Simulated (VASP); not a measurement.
# AlRh (Pm-3m) in VASP: single point with LDA

Aim: the single point of AlRh with LDA.

All numbers are computed with VASP 6.6.1; they aren't measurements. Logs are shortened: lines on timing, memory, paths and dates and some standing lists are left out, and cuts for length are marked.

### Step 1. The cell of the first run

Symmetry: Pm-3m, No. 221, cubic system. Conventional cell: a = 2.977 Å, b = 2.977 Å, c = 2.977 Å, α = 90.00°, β = 90.00°, γ = 90.00°. Within 3.4 Å of Al (site symmetry m-3m) lie 8 Rh at 2.58 Å and 6 Al at 2.98 Å. Within 3.4 Å of Rh (site symmetry m-3m) lie 8 Al at 2.58 Å and 6 Rh at 2.98 Å.

### Step 2. Single point, LDA

Input file INCAR:

```
SYSTEM = AlRh
PREC = Accurate ; ENCUT = 520
EDIFF = 1E-6 ; ISMEAR = -1
SIGMA = 0.1 ; LREAL = .FALSE.
LASPH = .TRUE. ; NELM = 100
ALGO = Normal ; ISIF = 2
LWAVE = .FALSE. ; LCHARG = .FALSE.
GGA = CA ; NBANDS = 16
```

Input file KPOINTS:

```
regular mesh
0
G
  8 8 8
  0 0 0
```

Input file POSCAR:

```
AlRh
1.0
    2.9773220000      0.0000000000      0.0000000000
    0.0000000000      2.9773220000      0.0000000000
    0.0000000000      0.0000000000      2.9773220000
Al Rh
1 1
Direct
    0.0000000000      0.0000000000      0.0000000000
    0.5000000000      0.5000000000      0.5000000000
```

Potentials or basis: VASP PAW LDA potentials, release 64 (Al, Rh_pv).

Started as:

```bash
$ cat potpaw_LDA.64/Al/POTCAR potpaw_LDA.64/Rh_pv/POTCAR > POTCAR
$ mpirun -np 1 vasp_std > vasp.out
```

OUTCAR:

```text
SYSTEM = AlRh
   PREC = Accurate
   ENCUT = 520
   EDIFF = 1E-6
   ISMEAR = -1
   LREAL = .FALSE.
   LASPH = .TRUE.
   NELM = 100
   ISIF = 2
   GGA = CA

 ion  position               nearest neighbor table
   1  0.000  0.000  0.000-   2 2.58   2 2.58   2 2.58   2 2.58   2 2.58   2 2.58   2 2.58   2 2.58

   2  0.500  0.500  0.500-   1 2.58   1 2.58   1 2.58   1 2.58   1 2.58   1 2.58   1 2.58   1 2.58

  LATTYP: Found a simple cubic cell.
 ALAT       =     2.9773220000

  Lattice vectors:

 A1 = (   2.9773220000,   0.0000000000,   0.0000000000)
 A2 = (   0.0000000000,   2.9773220000,   0.0000000000)
 A3 = (   0.0000000000,   0.0000000000,   2.9773220000)

Analysis of symmetry for initial positions (statically):
=====================================================================
 Subroutine PRICEL returns:
 Original cell was already a primitive cell.

 Routine SETGRP: Setting up the symmetry group for a
 simple cubic supercell.

 Subroutine GETGRP returns: Found 48 space group operations
 (whereof 48 operations were pure point group operations)
 out of a pool of 48 trial point group operations.

The static configuration has the point symmetry O_h .

Analysis of symmetry for dynamics (positions and initial velocities):
=====================================================================
 Subroutine PRICEL returns:
 Original cell was already a primitive cell.

 Routine SETGRP: Setting up the symmetry group for a
 simple cubic supercell.

 Subroutine GETGRP returns: Found 48 space group operations
 (whereof 48 operations were pure point group operations)
 out of a pool of 48 trial point group operations.

The dynamic configuration has the point symmetry O_h .

 Subroutine INISYM returns: Found 48 space group operations
 (whereof 48 operations are pure point group operations),
 and found     1 'primitive' translations

----------------------------------------------------------------------------------------

                                     Primitive cell

  volume of cell :      26.3923

  direct lattice vectors                    reciprocal lattice vectors
     2.977322000  0.000000000  0.000000000     0.335872304  0.000000000  0.000000000
     0.000000000  2.977322000  0.000000000     0.000000000  0.335872304  0.000000000
     0.000000000  0.000000000  2.977322000     0.000000000  0.000000000  0.335872304

  length of vectors
     2.977322000  2.977322000  2.977322000     0.335872304  0.335872304  0.335872304

  position of ions in fractional coordinates (direct lattice)
     0.000000000  0.000000000  0.000000000
     0.500000000  0.500000000  0.500000000

  ion indices of the primitive-cell ions
   primitive index   ion index
                 1           1
                 2           2

----------------------------------------------------------------------------------------

 KPOINTS: regular mesh

Automatic generation of k-mesh.
 Grid dimensions read from file:
 generate k-points for:    8    8    8

 Generating k-lattice:

  Cartesian coordinates                     Fractional coordinates (reciprocal lattice)
     0.041984038  0.000000000  0.000000000     0.125000000  0.000000000  0.000000000
     0.000000000  0.041984038  0.000000000     0.000000000  0.125000000  0.000000000
     0.000000000  0.000000000  0.041984038     0.000000000  0.000000000  0.125000000

  Length of vectors
     0.041984038  0.041984038  0.041984038

  Shift w.r.t. Gamma in fractional coordinates (k-lattice)
     0.000000000  0.000000000  0.000000000

 Subroutine IBZKPT returns following result:
 ===========================================

 Found     35 irreducible k-points:

 Following reciprocal coordinates:
            Coordinates               Weight
  0.000000  0.000000  0.000000      1.000000
  0.125000  0.000000  0.000000      6.000000
  0.250000  0.000000  0.000000      6.000000
  0.375000  0.000000  0.000000      6.000000
  0.500000  0.000000  0.000000      3.000000
  0.125000  0.125000  0.000000     12.000000
[... 16 lines left out ...]
  0.375000  0.375000  0.125000     24.000000
  0.500000  0.375000  0.125000     24.000000
 [... further k-points ...]
   k-points           NKPTS =     35   k-points in BZ     NKDIM =     35   number of bands    NBANDS=     16
   number of dos      NEDOS =    301   number of ions     NIONS =      2
   total plane-waves  NPLWV =  13824
   dimension x,y,z NGX =    24 NGY =   24 NGZ =   24
   dimension x,y,z NGXF=    48 NGYF=   48 NGZF=   48
   ions per type =               1   1
   NGX,Y,Z   is equivalent  to a cutoff of  13.40, 13.40, 13.40 a.u.
   NGXF,Y,Z  is equivalent  to a cutoff of  26.80, 26.80, 26.80 a.u.
 SYSTEM =  AlRh
   PREC   = accura    normal or accurate (medium, high low for compatibility)
   ISTART =      0    job   : 0-new  1-cont  2-samecut
   ICHARG =      2    charge: 1-file 2-atom 10-const
   ISPIN  =      1    spin polarized calculation?
   LNONCOLLINEAR =      F non collinear calculations
   LSORBIT =      F    spin-orbit coupling
   LASPH  =      T    aspherical Exc in radial PAW
   ENCUT  =  520.0 eV  38.22 Ry    6.18 a.u.   5.54  5.54  5.54*2*pi/ulx,y,z
   NELM   =    100;   NELMIN=  2; NELMDL= -5     # of ELM steps
   EDIFF  = 0.1E-05   stopping-criterion for ELM
   LREAL  =      F    real-space projection
   EDIFFG = 0.1E-04   stopping-criterion for IOM
   NSW    =      0    number of steps for IOM
   IBRION =     -1    ionic relax: 0-MD 1-quasi-New 2-CG
   NFREE  =      0    steps in history (QN), initial steepest desc. (CG)
   ISIF   =      2    stress and relaxation
   ISYM   =      2    0-nonsym 1-usesym 2-fastsym
   POTIM  = 0.5000    time-step for ionic-motion
   TEBEG  =    0.0;   TEEND  =   0.0 temperature during run
   PSTRESS=    0.0 pullay stress
   NELECT =      18.0000    total number of electrons
   NUPDOWN=      -1.0000    fix difference up-down
   EMIN   =  10.00;   EMAX   =-10.00  energy-range for DOS
   EFERMI =   0.00;   METHOD = LEGACY
   ISMEAR =    -1;   SIGMA  =   0.10  broadening in eV -4-tet -1-fermi 0-gaus
   EFERMI_NEDOS =   21; number of points for ismear=-14 and -15
   IALGO  =     38    algorithm
   IMIX   =      4    mixing-type and parameters
     AMIX     =   0.40;   BMIX     =  1.00
     AMIX_MAG =   1.60;   BMIX_MAG =  1.00
  volume/ion in A,a.u.               =      13.20        89.05
  Fermi-wavevector in a.u.,A,eV,Ry     =   1.441031  2.723153 28.253438  2.076569
  Thomas-Fermi vector in A             =   2.559708
   LORBIT       =      0    0 simple, 1 ext, 2 COOP (PROOUT), +10 PAW based schemes
   GGA     = CA    functional components
   LHFCALC =     F    Hartree Fock is set to
   AEXX    =    0.0000 exact exchange contribution
   IVDW    =     0    specifies the selected vdW correction
   LEPSILON=     F    determine dielectric tensor
   LRPA    =     F    only Hartree local field effects (RPA)
 non-spin polarized calculation
  energy-cutoff  :      520.00
  volume of cell :       26.39
 maximum number of plane-waves:       739
 NGX is ok and might be reduce to    24
   NGX = 11   NGY = 11   NGZ = 11

 number of electron      17.9999996 magnetization

 Free energy of the ion-electron system (eV)
  ---------------------------------------------------
  ext. energy  EPLUGINS =         0.00000000
  ---------------------------------------------------
  free energy    TOTEN  =       -15.09567272 eV

  energy without entropy =      -15.07070920  energy(sigma->0) =      -15.08319096

 E-fermi :  11.4723     XC(G=0): -12.8853

 val. band max:       11.2850628274   @ k =   0.5000   0.3750   0.0000
 cond. band min:      11.4833442444   @ k =   0.5000   0.3750   0.2500
 fundamental gap:      0.1982814170
 Fermi energy:        11.4722714314

 k-point     1 :       0.0000    0.0000    0.0000
  band No.  band energies     occupation
      1     -35.0553      2.00000
      2     -35.0553      2.00000
      3     -35.0553      2.00000
      4       0.6084      2.00000
      5       6.4661      2.00000
      6       6.4661      2.00000
[... 8 lines left out ...]
     15      25.1199      0.00000
     16      30.7710      0.00000

 k-point     2 :       0.1250    0.0000    0.0000
  band No.  band energies     occupation
      1     -35.0777      2.00000
      2     -35.0534      2.00000
      3     -35.0534      2.00000
      4       0.9033      2.00000
      5       6.5570      2.00000
      6       6.5597      2.00000
[... 8 lines left out ...]
     15      26.1260      0.00000
     16      29.2083      0.00000

 k-point     3 :       0.2500    0.0000    0.0000
  band No.  band energies     occupation
      1     -35.1315      2.00000
      2     -35.0490      2.00000
      3     -35.0490      2.00000
      4       1.7505      2.00000
      5       6.6085      2.00000
      6       6.7892      2.00000
[... 8 lines left out ...]
     15      26.7738      0.00000
     16      26.7738      0.00000

 k-point     4 :       0.3750    0.0000    0.0000
  band No.  band energies     occupation
      1     -35.1849      2.00000
      2     -35.0445      2.00000
      3     -35.0445      2.00000
      4       3.0401      2.00000
      5       5.9974      2.00000
      6       7.0427      2.00000
[... 8 lines left out ...]
     15      24.4149      0.00000
     16      24.4149      0.00000
[... 324 lines left out ...]
 k-point    22 :       0.5000    0.2500    0.1250
  band No.  band energies     occupation
      1     -35.1954      2.00000
      2     -35.1140      2.00000
      3     -35.0575      2.00000
      4       4.6340      2.00000
      5       5.8034      2.00000
      6       7.4247      2.00000
[... 8 lines left out ...]
     15      24.3296      0.00000
     16      26.5559      0.00000

 k-point    23 :       0.3750    0.3750    0.1250
  band No.  band energies     occupation
      1     -35.1686      2.00000
      2     -35.1672      2.00000
      3     -35.0548      2.00000
      4       4.3609      2.00000
      5       6.5145      2.00000
      6       7.5121      2.00000
[... 8 lines left out ...]
     15      24.0932      0.00000
     16      25.8922      0.00000

 k-point    24 :       0.5000    0.3750    0.1250
  band No.  band energies     occupation
      1     -35.1891      2.00000
      2     -35.1654      2.00000
      3     -35.0528      2.00000
      4       4.4853      2.00000
      5       6.7039      2.00000
      6       7.4029      2.00000
[... 8 lines left out ...]
     15      23.7316      0.00000
     16      27.1632      0.00000

 [... further k-points ...]
[... 5 lines left out ...]
  --------------------------------------------------------------------------------------
  -------------------------------------------------------------------------------------
  Total       -0.8676478     -0.8676478     -0.8676478     -0.0000000     -0.0000000      0.0000000
  in kB      -52.6716158    -52.6716158    -52.6716158     -0.0000000     -0.0000000      0.0000000
  external PRESSURE =     -52.6716158 kB  Pullay stress =       0.0000000 kB

 VOLUME and BASIS-vectors are now :
 -----------------------------------------------------------------------------
  energy-cutoff  :      520.00
  volume of cell :       26.39
      direct lattice vectors                 reciprocal lattice vectors
     2.977322000  0.000000000  0.000000000     0.335872304  0.000000000  0.000000000
     0.000000000  2.977322000  0.000000000     0.000000000  0.335872304  0.000000000
     0.000000000  0.000000000  2.977322000     0.000000000  0.000000000  0.335872304

 POSITION                                       TOTAL-FORCE (eV/Angst)
 -----------------------------------------------------------------------------------
      0.00000      0.00000      0.00000         0.000000      0.000000      0.000000
      1.48866      1.48866      1.48866         0.000000      0.000000      0.000000
 -----------------------------------------------------------------------------------
    total drift:                                0.000000     -0.000000     -0.000000

  FREE ENERGIE OF THE ION-ELECTRON SYSTEM (eV)
  ---------------------------------------------------
  free  energy   TOTEN  =       -15.0956727174 eV

  energy  without entropy=      -15.0707091956  energy(sigma->0) =      -15.08319096
```

Run time: 3.4 s. Hardware: 1 thread of Intel Xeon 6975P-C (Granite Rapids), shared host; peak memory 0.13 GiB.

What came out:

```
Free energy            : -15.0957 eV
Pressure               : -5.3 GPa
Band gap on the k mesh : zero (band 9 reaches 13.45 eV, above the bottom of band 10 at 10.91 eV)
```

Levels at points of the mesh, in eV from the Fermi level:
| k point | band 7 | band 8 | band 9 | band 10 | band 11 | band 12 |
| --- | --- | --- | --- | --- | --- | --- |
| (0.00, 0.00, 0.00) | -1.72 | -1.72 | -1.72 | 4.97 | 4.97 | 4.97 |
| (0.50, 0.00, 0.00) | -3.24 | -3.24 | -1.51 | 0.27 | 6.69 | 9.90 |
| (0.50, 0.50, 0.00) | -2.87 | -2.55 | -2.55 | -0.56 | 3.43 | 4.36 |
| (0.50, 0.50, 0.50) | -0.48 | -0.48 | 1.63 | 2.83 | 2.83 | 2.83 |
